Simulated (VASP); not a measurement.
Wanted: the native input for a VASP 6.6.1 run.

* Task: single point
* Functional: PBE
* Potentials or basis: VASP PAW PBE potentials, release 64 (Ag, Sn_d, Cl)
* Cutoff: 520 eV
* k mesh: 6 × 6 × 4
* Occupations: gaussian, width 0.1 eV
* Spin: no spin polarisation
* Dipole correction: no
* Further INCAR settings: ALGO = Normal; EDIFF = 1e-06; NBANDS = 28

The structure of AgSnCl2 lies in POSCAR:

```
AgSnCl2
1.0
    3.6154243250      0.0000000000      0.0000000000
   -1.8077121625      3.1310493109      0.0000000000
    0.0000000000      0.0000000000      8.4414520807
Ag Sn Cl
1 1 2
Direct
    0.0000000000      0.0000000000      0.5000000000
    0.0000000000      0.0000000000      0.0000000000
    0.6666666667      0.3333333333      0.2867315581
    0.3333333333      0.6666666667      0.7132684419
```

One way to write it, as run:

INCAR

```
SYSTEM = AgSnCl2
PREC = Accurate ; ENCUT = 520
EDIFF = 1E-6 ; ISMEAR = 0
SIGMA = 0.1 ; LREAL = .FALSE.
LASPH = .TRUE. ; NELM = 80
ALGO = Normal ; ISIF = 2
LWAVE = .FALSE. ; LCHARG = .TRUE.
GGA = PE ; LELF = .TRUE.
LVHAR = .TRUE. ; NBANDS = 28
```

KPOINTS

```
regular mesh
0
G
  6 6 4
  0 0 0
```

Potentials or basis: VASP PAW PBE potentials, release 64 (Ag, Sn_d, Cl).

The run is started by

```console
$ cat potpaw_PBE.64/Ag/POTCAR potpaw_PBE.64/Sn_d/POTCAR potpaw_PBE.64/Cl/POTCAR > POTCAR
$ mpirun -np 1 vasp_std > vasp.out
```

Results of the run:

* Pressure: -0.1 GPa

Caveat: an odd number of electrons without spin polarisation forces a metal; a magnetic or distorted state may lie lower.

It took 33 s on 1 thread of Intel(R) Xeon(R) 6975P-C (Granite Rapids), on a shared host, peak memory 0.24 GiB.
